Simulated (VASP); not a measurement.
Set up this calculation in VASP 6.6.1, as the native input.

```
Task                   : single point
Functional             : PBE
Potentials or basis    : VASP PAW PBE potentials, release 64 (Mg)
Cutoff                 : 520 eV
k mesh                 : 10 × 10 × 10
Occupations            : fermi-dirac, width 0.05 eV
Spin                   : no spin polarisation
Dipole correction      : no
Further INCAR settings : ALGO = Normal; EDIFF = 1e-06; NBANDS = 7
```

The structure of Mg lies in POSCAR:

```
Mg
1.0
    0.0000000000      2.2600290684      2.2600290684
    2.2600290684      0.0000000000      2.2600290684
    2.2600290684      2.2600290684      0.0000000000
Mg
1
Direct
    0.0000000000      0.0000000000      0.0000000000
```

This isn't the form of Mg at room conditions, which is hcp.

These files were run (other wordings do the same):

INCAR

```
ALGO = Normal
EDIFF = 1E-6
ENCUT = 520
GGA = PE
ISIF = 2
ISMEAR = -1
LASPH = True
LCHARG = False
LREAL = False
LWAVE = False
NBANDS = 7
NELM = 80
PREC = Accurate
SIGMA = 0.05
```

KPOINTS

```
k-points
0
Gamma
  10 10 10
```

Potentials or basis: VASP PAW PBE potentials, release 64 (Mg).

Launch:

```console
$ cat potpaw_PBE.64/Mg/POTCAR > POTCAR
$ mpirun -np 1 vasp_std > vasp.out
```

It gave:

```json
{"Pressure": "-0.1 GPa", "Band gap on the k mesh": "zero (bands 1 and 2 overlap by 2.13 eV)"}
```

It took 2.3 s on 1 thread of Intel(R) Xeon(R) 6975P-C (Granite Rapids), with other jobs on the host, peak memory 0.13 GiB.
